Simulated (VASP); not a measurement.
Here is a VASP 6.6.1 calculation.

File INCAR:

```
PREC = Accurate ; ENCUT = 500
EDIFF = 1E-6 ; ISMEAR = 0
SIGMA = 0.01 ; LREAL = F
LASPH = T ; NELM = 120
ALGO = Normal ; ISIF = 2
LWAVE = F ; LCHARG = T
LELF = T ; LVHAR = T
NBANDS = 15 ; GGA_COMPAT = F
```

File KPOINTS:

```
regular mesh
0
Gamma
  5 5 5
```

File POSCAR:

```
KBr
1.0
    4.0434990000      0.0000000000      0.0000000000
    0.0000000000      4.0434990000      0.0000000000
    0.0000000000      0.0000000000      4.0434990000
K Br
1 1
Direct
    0.0000000000      0.0000000000      0.0000000000
    0.5000000000      0.5074193168      0.5000000000
```

Potentials or basis: VASP PAW LDA potentials, release 64 (K_sv, Br).

The run is started by

```console
$ cat potpaw_LDA.64/K_sv/POTCAR potpaw_LDA.64/Br/POTCAR > POTCAR
$ mpirun -np 1 vasp_std > vasp.out
```

Task: Predict the band gap on the k mesh.

Result: 3.53 eV (least direct gap 3.75 eV).

Task: What does it give for the largest force?

Result: 0.009 eV/Å.

Task: What does it give for the pressure?

Result: -2.7 GPa.

Forces on the atoms (eV/Å):
```
K    0.000  0.009  0.000
Br   0.000 -0.009  0.000
```

Caveat: an odd mesh through Γ misses points on the zone boundary, where band edges can lie.
